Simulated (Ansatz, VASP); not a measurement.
## MgO: VASP beside Ansatz

```
Mg O
1.0
     2.89395    0.00000    0.00000
    -1.44698    2.50623    0.00000
     0.00000    0.00000    2.67968
Mg O
1 1
Cartesian
  0.0000 0.0000 0.0000
  0.0000 1.6708 1.3398
```

Change from the starting cell: strain -0.015 along x and y, +0.000 along z, atoms carried along.

Alike in both runs: task single point; functional LDA; k mesh 9 × 9 × 8; occupations gaussian, width 0.05 eV; no spin polarisation.

|  | VASP | Ansatz |
| --- | --- | --- |
| version | VASP 6.6.1 | Ansatz 0.2.0 |
| potentials or method | VASP PAW LDA potentials, release 64 (Mg_sv, O), cutoff 750 eV | scalar-relativistic, plane waves, PAW |
| valence electrons in the cell | 16 | 16 |

VASP gave:

| Property | Result |
| --- | --- |
| gap on the k mesh at the Fermi level (eV) | 3.20 |
| least direct gap on the mesh (eV) | 3.70 |
| pressure (GPa) | -6.0 |
| traceless stress, the component that is largest in VASP (GPa) | -5.56 |

Problem. What did Ansatz give for the same quantities?

Solution. gap on the k mesh at the Fermi level (eV): 3.19; least direct gap on the mesh (eV): 3.68; pressure (GPa): -5.8; traceless stress, the component that is largest in VASP (GPa): -5.67.

LDA's correlation is that of Perdew and Zunger in VASP and of Perdew and Wang (1992) in Ansatz.
